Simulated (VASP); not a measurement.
Write the native input for VASP 6.6.1 that does the following.

```
Task                   : single point
Functional             : r2SCAN
Dispersion             : D3(BJ)
Potentials or basis    : VASP PAW PBE potentials, release 64 (Mo_sv, S)
Cutoff                 : 520 eV
k mesh                 : 15 × 15 × 4
Occupations            : gaussian, width 0.02 eV
Spin                   : no spin polarisation
Dipole correction      : no
Further INCAR settings : ALGO = Normal; EDIFF = 1e-06; NBANDS = 35
```

The system is MoS2.

```
Mo S
1.0
     3.07346    0.00000    0.00000
    -1.53673    2.66169    0.00000
     0.00000    0.00000   11.26884
Mo S
2 4
Direct
  0.33333 0.66667 0.25000
  0.66667 0.33333 0.75000
  0.33333 0.66667 0.61165
  0.66667 0.33333 0.11165
  0.33333 0.66667 0.88835
  0.66667 0.33333 0.38835
```

One way to write it, as run:

POSCAR

```
MoS2
1.0
    3.0734605866      0.0000000000      0.0000000000
   -1.5367302933      2.6616949456      0.0000000000
    0.0000000000      0.0000000000     11.2688379252
Mo S
2 4
Direct
    0.3333333333      0.6666666667      0.2500000000
    0.6666666667      0.3333333333      0.7500000000
    0.3333333333      0.6666666667      0.6116508023
    0.6666666667      0.3333333333      0.1116508023
    0.3333333333      0.6666666667      0.8883491977
    0.6666666667      0.3333333333      0.3883491977
```

INCAR.step1

```
PREC = Accurate
ENCUT = 520
ISMEAR = 0
SIGMA = 0.02
LREAL = False
LASPH = True
NELM = 80
NBANDS = 35
GGA = PE
ALGO = Normal
EDIFF = 1E-4
LWAVE = True
LCHARG = False
```

INCAR.step2

```
PREC = Accurate
ENCUT = 520
EDIFF = 1E-6
ISMEAR = 0
SIGMA = 0.02
LREAL = False
LASPH = True
NELM = 80
ALGO = Normal
ISIF = 2
LWAVE = False
LCHARG = False
METAGGA = R2SCAN
LMIXTAU = True
IVDW = 12
VDW_S6 = 1.0
VDW_S8 = 0.78981345
VDW_A1 = 0.49484001
VDW_A2 = 5.73083694
NBANDS = 35
ISTART = 1
```

KPOINTS

```
regular mesh
0
Gamma
  15 15 4
```

Potentials or basis: VASP PAW PBE potentials, release 64 (Mo_sv, S).

Run with:

```sh
$ cat potpaw_PBE.64/Mo_sv/POTCAR potpaw_PBE.64/S/POTCAR > POTCAR
$ cp INCAR.step1 INCAR
$ mpirun -np 1 vasp_std > vasp.out
$ cp INCAR.step2 INCAR
$ mpirun -np 1 vasp_std > vasp.out
```

It gave:

```yaml
Pressure: 13.8 GPa
Band_gap_on_the_k_mesh: 0.45 eV (least direct gap 1.96 eV)
Dispersion_energy_per_atom: -0.235 eV
```

Caveat: the cell stands under pressure; the PAW data sets were made with another functional, which shifts forces and pressure a little; an odd mesh through Γ misses points on the zone boundary, where band edges can lie.

Wall time 12 min on 1 thread of Intel Xeon 8259CL (shared host), peak memory 0.37 GiB.
